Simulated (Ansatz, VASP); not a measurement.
**One calculation of HgTe, two programs**

File INCAR:

```
SYSTEM = HgTe
  ALGO = Normal
  EDIFF = 1E-6
  ENCUT = 520
  GGA = PS
  ISIF = 2
  ISMEAR = 0
  LASPH = .TRUE.
  LCHARG = .FALSE.
  LREAL = .FALSE.
  LWAVE = .FALSE.
  NBANDS = 16
  NELM = 60
  PREC = Accurate
  SIGMA = 0.15
```

Contents of KPOINTS:

```
k-points
0
G
  16 16 16
  0 0 0
```

POSCAR

```
HgTe
1.0
    0.0000000000      3.0930919152      3.1744890708
    3.0930919152      0.0000000000      3.1744890708
    3.0930919152      3.0930919152      0.0000000000
Hg Te
1 1
Direct
    0.0000000000      0.0000000000      0.0000000000
    0.7500000000      0.7500000000      0.7500000000
```

Input for Ansatz:

```yaml
crystal:
  lattice:
    - [0.0, 3.0930919152, 3.1744890708]
    - [3.0930919152, 0.0, 3.1744890708]
    - [3.0930919152, 3.0930919152, 0.0]
  atoms:
    - { symbol: Hg, position: [0.0, 0.0, 0.0] }
    - { symbol: Te, position: [0.75, 0.75, 0.75] }
basis:
  ecutwfc: 420
kpoints:
  mp_grid: { grid: [16, 16, 16] }
hamiltonian:
  xc: pbesol
scf:
  occupations: { method: gaussian, width: 0.15 }
output:
  forces: true
  stress: true
  eigenvalues: true
  write_density: true
  write_potential: true
  elf: true
  volumetric_format: npy
```

Change from the starting cell: strain -0.050 along x and y, -0.025 along z, atoms carried along.

Alike in both runs: task single point; functional PBEsol; k mesh 16 × 16 × 16; occupations gaussian, width 0.15 eV; no spin polarisation.

|  | VASP | Ansatz |
| --- | --- | --- |
| version | VASP 6.6.1 | Ansatz 0.2.0 |
| potentials or method | VASP PAW PBE potentials, release 64 (Hg, Te), cutoff 520 eV | scalar-relativistic, plane waves, PAW |
| valence electrons in the cell | 18 | 36 |

|  | VASP | Ansatz | Ansatz less VASP |
| --- | --- | --- | --- |
| gap on the k mesh at the Fermi level (eV) | none | none | - |
| pressure (GPa) | 7.6 | 7.4 | -0.20 |
| traceless stress, the component that is largest in VASP (GPa) | -0.18 | -0.18 | 0.000 |

VASP's potentials were made for PBE, not for PBEsol. A gap of «none» marks a metal or a gap that the smearing closes. The functional is the same, so the differences come from potentials, cutoffs and numerics. VASP's potentials hold 18 valence electrons a cell and Ansatz's 36, so a difference there can come from the potentials and not from the codes.

Neither program's run includes spin-orbit coupling.
